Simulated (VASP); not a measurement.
# P (Imma) in VASP: a series of runs

The runs below take P through single point, with PBEsol.

Program: VASP 6.6.1. These are calculated values, not measurements. Logs are shortened: lines on timing, memory, paths and dates and some standing lists are left out, and cuts for length are marked.

## (1) The cell of the first run

It takes space group Imma (No. 74, orthorhombic). The conventional cell has a = 3.383 Å, b = 5.030 Å, c = 3.718 Å, α = 90.00°, β = 90.00°, γ = 90.00°. P (site symmetry mm2) has 4 P at 2.05 to 2.61 Å within 2.7 Å.

## (2) Single point, PBEsol (atom 1 (P) moved by (+0.000, +0.300) A along [1 1 0] and z)

INCAR

```
  PREC = Accurate
  ENCUT = 520
  EDIFF = 1E-7
  ISMEAR = 0
  SIGMA = 0.15
  LREAL = False
  LASPH = True
  NELM = 80
  ALGO = Fast
  ISIF = 2
  LWAVE = False
  LCHARG = True
  GGA = PS
  LELF = True
  LVHAR = True
  NBANDS = 12
```

KPOINTS

```
Automatic mesh
0
Gamma
  18 18 18
```

POSCAR

```
P
1.0
   -1.6915100431      2.5151650373      1.8589441358
    1.6915100431     -2.5151650373      1.8589441358
    1.6915100431      2.5151650373     -1.8589441358
P
2
Direct
    0.8840000770      0.1340000770      0.7500000000
    0.1966908900      0.9466908900      0.2500000000
```

Potentials or basis: VASP PAW PBE potentials, release 64 (P).

Launch:

```console
cat potpaw_PBE.64/P/POTCAR > POTCAR
mpirun -np 1 vasp_std > vasp.out
```

OUTCAR:

```text
PREC = Accurate
   ENCUT = 520
   EDIFF = 1E-7
   ISMEAR = 0
   LREAL = False
   LASPH = True
   NELM = 80
   ISIF = 2
   GGA = PS

 ion  position               nearest neighbor table
   1  0.884  0.134  0.750-   2 2.05   2 2.05   2 2.61   2 2.61
   2  0.197  0.947  0.250-   1 2.05   1 2.05   1 2.61   1 2.61

  LATTYP: Found a body centered orthorhombic cell.
 ALAT       =     3.3830200862
 B/A-ratio  =     1.0989849829
 C/A-ratio  =     1.4869347348

  Lattice vectors:

 A1 = (   1.6915100431,  -2.5151650373,  -1.8589441358)
 A2 = (  -1.6915100431,  -2.5151650373,   1.8589441358)
 A3 = (  -1.6915100431,   2.5151650373,  -1.8589441358)

Analysis of symmetry for initial positions (statically):
=====================================================================
 Subroutine PRICEL returns:
 Original cell was already a primitive cell.

 Routine SETGRP: Setting up the symmetry group for a
 body centered orthorhombic supercell.

 Subroutine GETGRP returns: Found  8 space group operations
 (whereof  2 operations were pure point group operations)
 out of a pool of  8 trial point group operations.

The static configuration has the point symmetry C_1h.
 The point group associated with its full space group is D_2h.

Analysis of symmetry for dynamics (positions and initial velocities):
=====================================================================
 Subroutine PRICEL returns:
 Original cell was already a primitive cell.

 Routine SETGRP: Setting up the symmetry group for a
 body centered orthorhombic supercell.

 Subroutine GETGRP returns: Found  8 space group operations
 (whereof  2 operations were pure point group operations)
 out of a pool of  8 trial point group operations.

The dynamic configuration has the point symmetry C_1h.
 The point group associated with its full space group is D_2h.

 Subroutine INISYM returns: Found  8 space group operations
 (whereof  2 operations are pure point group operations),
 and found     1 'primitive' translations

----------------------------------------------------------------------------------------

                                     Primitive cell

  volume of cell :      31.6350

  direct lattice vectors                    reciprocal lattice vectors
    -1.691510043  2.515165037  1.858944136     0.000000000  0.198794112  0.268969890
     1.691510043 -2.515165037  1.858944136     0.295593870  0.000000000  0.268969890
     1.691510043  2.515165037 -1.858944136     0.295593870  0.198794112  0.000000000

  length of vectors
     3.555690466  3.555690466  3.555690466     0.334460612  0.399650520  0.356223013

  position of ions in fractional coordinates (direct lattice)
     0.884000077  0.134000077  0.750000000
     0.196690890  0.946690890  0.250000000

  ion indices of the primitive-cell ions
   primitive index   ion index
                 1           1
                 2           2

----------------------------------------------------------------------------------------

 KPOINTS: Automatic mesh

Automatic generation of k-mesh.
 Grid dimensions read from file:
 generate k-points for:   18   18   18

 Generating k-lattice:

  Cartesian coordinates                     Fractional coordinates (reciprocal lattice)
     0.000000000  0.011044117  0.014942772     0.055555556 -0.000000000  0.000000000
     0.016421882  0.000000000  0.014942772    -0.000000000  0.055555556  0.000000000
     0.016421882  0.011044117  0.000000000    -0.000000000  0.000000000  0.055555556

  Length of vectors
     0.018581145  0.022202807  0.019790167

  Shift w.r.t. Gamma in fractional coordinates (k-lattice)
     0.000000000  0.000000000  0.000000000

 Subroutine IBZKPT returns following result:
 ===========================================

 Found    865 irreducible k-points:

 Following reciprocal coordinates:
            Coordinates               Weight
  0.000000  0.000000  0.000000      1.000000
  0.055556  0.000000 -0.000000      4.000000
  0.111111  0.000000 -0.000000      4.000000
  0.166667  0.000000  0.000000      4.000000
  0.222222  0.000000  0.000000      4.000000
  0.277778 -0.000000  0.000000      4.000000
[... 16 lines left out ...]
 -0.333333  0.055556  0.000000      8.000000
 -0.277778  0.055556 -0.000000      8.000000
 [... further k-points ...]
   k-points           NKPTS =    865   k-points in BZ     NKDIM =    865   number of bands    NBANDS=     12
   number of dos      NEDOS =    301   number of ions     NIONS =      2
   total plane-waves  NPLWV =  21952
   dimension x,y,z NGX =    28 NGY =   28 NGZ =   28
   dimension x,y,z NGXF=    56 NGYF=   56 NGZF=   56
   ions per type =               2
   NGX,Y,Z   is equivalent  to a cutoff of  13.09, 13.09, 13.09 a.u.
   NGXF,Y,Z  is equivalent  to a cutoff of  26.18, 26.18, 26.18 a.u.
 SYSTEM =  unknown system
   PREC   = accura    normal or accurate (medium, high low for compatibility)
   ISTART =      0    job   : 0-new  1-cont  2-samecut
   ICHARG =      2    charge: 1-file 2-atom 10-const
   ISPIN  =      1    spin polarized calculation?
   LNONCOLLINEAR =      F non collinear calculations
   LSORBIT =      F    spin-orbit coupling
   LASPH  =      T    aspherical Exc in radial PAW
   ENCUT  =  520.0 eV  38.22 Ry    6.18 a.u.   6.61  6.61  6.61*2*pi/ulx,y,z
   NELM   =     80;   NELMIN=  2; NELMDL= -5     # of ELM steps
   EDIFF  = 0.1E-06   stopping-criterion for ELM
   LREAL  =      F    real-space projection
   EDIFFG = 0.1E-05   stopping-criterion for IOM
   NSW    =      0    number of steps for IOM
   IBRION =     -1    ionic relax: 0-MD 1-quasi-New 2-CG
   NFREE  =      0    steps in history (QN), initial steepest desc. (CG)
   ISIF   =      2    stress and relaxation
   ISYM   =      2    0-nonsym 1-usesym 2-fastsym
   POTIM  = 0.5000    time-step for ionic-motion
   TEBEG  =    0.0;   TEEND  =   0.0 temperature during run
   PSTRESS=    0.0 pullay stress
   NELECT =      10.0000    total number of electrons
   NUPDOWN=      -1.0000    fix difference up-down
   EMIN   =  10.00;   EMAX   =-10.00  energy-range for DOS
   EFERMI =   0.00;   METHOD = LEGACY
   ISMEAR =     0;   SIGMA  =   0.15  broadening in eV -4-tet -1-fermi 0-gaus
   EFERMI_NEDOS =   21; number of points for ismear=-14 and -15
   IALGO  =     68    algorithm
   IMIX   =      4    mixing-type and parameters
     AMIX     =   0.40;   BMIX     =  1.00
     AMIX_MAG =   1.60;   BMIX_MAG =  1.00
  volume/ion in A,a.u.               =      15.82       106.74
  Fermi-wavevector in a.u.,A,eV,Ry     =   1.115199  2.107421 16.921141  1.243669
  Thomas-Fermi vector in A             =   2.251801
   LORBIT       =      0    0 simple, 1 ext, 2 COOP (PROOUT), +10 PAW based schemes
   GGA     = PS    functional components
   LHFCALC =     F    Hartree Fock is set to
   AEXX    =    0.0000 exact exchange contribution
   IVDW    =     0    specifies the selected vdW correction
   LEPSILON=     F    determine dielectric tensor
   LRPA    =     F    only Hartree local field effects (RPA)
 non-spin polarized calculation
 RMM-DIIS sequential band-by-band and
 Gauss-broadening in eV      SIGMA  =   0.15
  energy-cutoff  :      520.00
  volume of cell :       31.63
 maximum number of plane-waves:       868
   NGX = 13   NGY = 13   NGZ = 13

 number of electron      10.0000000 magnetization

 Free energy of the ion-electron system (eV)
  ---------------------------------------------------
  ext. energy  EPLUGINS =         0.00000000
  ---------------------------------------------------
  free energy    TOTEN  =       -10.91907684 eV

  energy without entropy =      -10.91464707  energy(sigma->0) =      -10.91686196

 E-fermi :   8.5333     XC(G=0): -10.8946

 val. band max:        8.5304042207   @ k =   0.2222  -0.1667   0.1111
 cond. band min:       8.5334233101   @ k =  -0.0556  -0.1667   0.0556
 fundamental gap:      0.0030190894
 Fermi energy:         8.5333016252

 k-point     1 :       0.0000    0.0000    0.0000
  band No.  band energies     occupation
      1      -8.0448      2.00000
      2       4.3040      2.00000
      3       5.9589      2.00000
      4       6.1505      2.00000
      5       7.3878      2.00000
      6       8.6322      0.35113
      7       9.7821      0.00000
      8      13.5145      0.00000
      9      13.6534      0.00000
     10      16.3674      0.00000
     11      17.2017      0.00000
     12      17.6365      0.00000

 k-point     2 :       0.0556    0.0000   -0.0000
  band No.  band energies     occupation
      1      -8.0063      2.00000
      2       4.2867      2.00000
      3       5.1060      2.00000
      4       6.7100      2.00000
      5       7.3122      2.00000
      6       8.9729      0.00003
      7       9.7584      0.00000
      8      13.3691      0.00000
      9      13.7354      0.00000
     10      15.8455      0.00000
     11      17.1227      0.00000
     12      17.9942      0.00000

 k-point     3 :       0.1111    0.0000   -0.0000
  band No.  band energies     occupation
      1      -7.8917      2.00000
      2       4.0349      2.00000
      3       4.2378      2.00000
      4       6.8803      2.00000
      5       7.3699      2.00000
      6       9.5777      0.00000
      7       9.8224      0.00000
      8      12.9867      0.00000
      9      14.0085      0.00000
     10      15.2119      0.00000
     11      16.7218      0.00000
     12      18.6047      0.00000

 k-point     4 :       0.1667    0.0000    0.0000
  band No.  band energies     occupation
      1      -7.7047      2.00000
      2       2.9367      2.00000
      3       4.1658      2.00000
      4       6.7748      2.00000
      5       7.5573      2.00000
      6       9.5060      0.00000
      7      10.5510      0.00000
      8      12.5133      0.00000
      9      14.4561      0.00000
     10      14.8329      0.00000
     11      16.3832      0.00000
     12      19.4172      0.00000

 k-point     5 :       0.2222    0.0000    0.0000
  band No.  band energies     occupation
      1      -7.4525      2.00000
      2       1.8710      2.00000
      3       4.0819      2.00000
      4       6.6733      2.00000
      5       7.6765      2.00000
      6       9.3223      0.00000
      7      11.1398      0.00000
      8      12.0433      0.00000
      9      14.8405      0.00000
     10      15.0590      0.00000
     11      16.2194      0.00000
     12      20.4520      0.00000
[... 228 lines left out ...]
      1      -6.3419      2.00000
      2      -0.9015      2.00000
      3       3.5385      2.00000
      4       6.7930      2.00000
      5       7.3505      2.00000
      6       8.9516      0.00008
      7      10.6205      0.00000
      8      11.8616      0.00000
      9      16.4958      0.00000
     10      16.9855      0.00000
     11      18.6987      0.00000
     12      22.2429      0.00000

 k-point    22 :      -0.3889    0.0556    0.0000
  band No.  band energies     occupation
      1      -6.6471      2.00000
      2      -0.2585      2.00000
      3       3.5811      2.00000
      4       6.9818      2.00000
      5       7.2405      2.00000
      6       9.1015      0.00000
      7      10.8036      0.00000
      8      11.8398      0.00000
      9      15.7740      0.00000
     10      16.5144      0.00000
     11      17.8594      0.00000
     12      22.5482      0.00000

 k-point    23 :      -0.3333    0.0556    0.0000
  band No.  band energies     occupation
      1      -6.9830      2.00000
      2       0.5662      2.00000
      3       3.6514      2.00000
      4       7.0917      2.00000
      5       7.2101      2.00000
      6       9.2948      0.00000
      7      10.9979      0.00000
      8      11.8417      0.00000
      9      14.9987      0.00000
     10      16.2521      0.00000
     11      16.9697      0.00000
     12      21.5567      0.00000

 k-point    24 :      -0.2778    0.0556   -0.0000
  band No.  band energies     occupation
      1      -7.3013      2.00000
      2       1.5140      2.00000
      3       3.7473      2.00000
      4       7.0381      2.00000
      5       7.3183      2.00000
      6       9.5016      0.00000
      7      10.9988      0.00000
      8      11.9917      0.00000
      9      14.3835      0.00000
     10      15.9084      0.00000
     11      16.4240      0.00000
     12      20.3994      0.00000

 [... further k-points ...]

------------------------ aborting loop because EDIFF is reached ----------------------------------------

  FORCE on cell =-STRESS in cart. coord.  units (eV):
  Direction    XX          YY          ZZ          XY          YZ          ZX
  --------------------------------------------------------------------------------------
  -------------------------------------------------------------------------------------
  Total        4.3822134     -0.4781218      3.2471018      0.0000000      0.0000000     -0.0000000
  in kB      221.9405728    -24.2148467    164.4519712      0.0000000      0.0000000     -0.0000000
  external PRESSURE =     120.7258991 kB  Pullay stress =       0.0000000 kB

 VOLUME and BASIS-vectors are now :
 -----------------------------------------------------------------------------
  energy-cutoff  :      520.00
  volume of cell :       31.63
      direct lattice vectors                 reciprocal lattice vectors
    -1.691510043  2.515165037  1.858944136     0.000000000  0.198794112  0.268969890
     1.691510043 -2.515165037  1.858944136     0.295593870  0.000000000  0.268969890
     1.691510043  2.515165037 -1.858944136     0.295593870  0.198794112  0.000000000

 POSITION                                       TOTAL-FORCE (eV/Angst)
 -----------------------------------------------------------------------------------
      0.00000      3.77275      0.49820        -0.000000      0.000000     -3.969608
      1.69151     -1.25758      1.66075         0.000000     -0.000000      3.969608
 -----------------------------------------------------------------------------------
    total drift:                               -0.000000      0.000000      0.000000

  FREE ENERGIE OF THE ION-ELECTRON SYSTEM (eV)
  ---------------------------------------------------
  free  energy   TOTEN  =       -10.9190768437 eV

  energy  without entropy=      -10.9146470671  energy(sigma->0) =      -10.91686196
```

It took 3.2 min on 1 thread of Oxide Virtual Turin-like, shared host; peak memory 0.31 GiB.

Results:

```
Free energy            : -10.9191 eV
Pressure               : 12.1 GPa
Largest force          : 3.970 eV/Å
Band gap on the k mesh : zero (bands 5 and 6 overlap by 1.60 eV)
```

Forces in eV/Å, atoms in the order of the input:
```
P    0.000  0.000 -3.970
P    0.000  0.000  3.970
```

Caveat: the cell differs from its parent crystal (atom 1 (P) moved by (+0.000, +0.300) A along [1 1 0] and z); the stress differs along the axes, from -2 to 22 GPa; the PAW data sets were made with another functional, which shifts forces and pressure a little.

## (3) Single point, PBEsol (atom 1 (P) moved by (+0.000, +0.150) A along [1 1 0] and z)

Changes to INCAR since step 2:

```diff
@@ -2,3 +2,3 @@
   ENCUT = 520
-  EDIFF = 1E-7
+  EDIFF = 1E-6
   ISMEAR = 0
@@ -7,3 +7,3 @@
   LASPH = True
-  NELM = 80
+  NELM = 100
   ALGO = Fast
```

KPOINTS

```
regular mesh
0
Gamma
  18 18 18
```

Changes to POSCAR since step 2:

```diff
@@ -8,3 +8,3 @@
 Direct
-    0.8840000770      0.1340000770      0.7500000000
+    0.8436545935      0.0936545935      0.7500000000
     0.1966908900      0.9466908900      0.2500000000
```

Potentials or basis: VASP PAW PBE potentials, release 64 (P).

Launch:

```console
cat potpaw_PBE.64/P/POTCAR > POTCAR
mpirun -np 1 vasp_std > vasp.out
```

Wall time 2.8 min (1 thread of Oxide Virtual Turin-like, shared host); peak memory 0.32 GiB.

Results (log left out):

| Quantity | Value |
| --- | --- |
| Free energy | -11.3709 eV |
| Pressure | 5.0 GPa |
| Largest force | 2.060 eV/Å |
| Band gap on the k mesh | zero (bands 5 and 6 overlap by 1.16 eV) |

Forces on the atoms (eV/Å):
```
P    0.000  0.000 -2.060
P    0.000  0.000  2.060
```

Stress tensor (GPa, compression positive):
```
 7.50  0.00  0.00
 0.00 -1.09  0.00
 0.00  0.00  8.54
```

Levels at points of the mesh, in eV from the Fermi level:
```
           k point  band 1  band 2  band 3  band 4  band 5  band 6  band 7  band 8  band 9  band 10
(0.00, 0.00, 0.00)  -16.57   -3.58   -2.87   -2.87   -1.79    0.64    1.66    4.47    5.05     7.24
(0.50, 0.00, 0.00)  -14.39  -10.59   -4.06   -1.86   -1.40    0.06    1.48    2.25    9.08     9.09
(0.00, 0.50, 0.00)  -12.55  -10.81   -5.80   -5.41   -4.98   -0.11    7.44    7.64    9.14     9.84
(0.50, 0.50, 0.00)  -12.49  -12.49   -3.67   -3.67   -0.10   -0.10    1.02    1.02   10.29    10.29
(0.50, 0.50, 0.50)  -13.44   -8.43   -7.57   -5.55   -4.61   -0.54    6.91    8.71    9.52     9.59
```

Caveat: the cell differs from its parent crystal (atom 1 (P) moved by (+0.000, +0.150) A along [1 1 0] and z); the stress differs along the axes, from -1 to 9 GPa; the PAW data sets were made with another functional, which shifts forces and pressure a little.
